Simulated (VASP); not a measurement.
Here is a VASP 6.6.1 calculation.

The input INCAR:

```
PREC = Accurate ; ENCUT = 520
EDIFF = 1E-6 ; ISMEAR = 0
SIGMA = 0.01 ; LREAL = F
LASPH = T ; NELM = 80
ALGO = Normal ; ISIF = 2
LWAVE = F ; LCHARG = F
NBANDS = 14
```

The input KPOINTS:

```
regular mesh
0
Gamma
  4 4 4
```

File POSCAR:

```
NaI
1.0
    4.0405365658      0.0000000000      0.0000000000
    0.0000000000      4.0405365658      0.0000000000
    0.0000000000      0.0000000000      4.0405365658
Na I
1 1
Direct
    0.0000000000      0.0000000000      0.0000000000
    0.5000000000      0.5000000000      0.5000000000
```

Potentials or basis: VASP PAW LDA potentials, release 64 (Na_pv, I).

The run is started by

```console
$ cat potpaw_LDA.64/Na_pv/POTCAR potpaw_LDA.64/I/POTCAR > POTCAR
$ mpirun -np 1 vasp_std > vasp.out
```

Q: What does it give for the pressure?

A: -1.5 GPa.

Q: What does it give for the band gap on the k mesh?

A: 2.03 eV (least direct gap 2.58 eV).

Caveat: the structure was generated, so it needn't be the stable form of NaI; spin-orbit coupling is left out, which moves the levels of the heavy elements. A k mesh can miss the band edges.
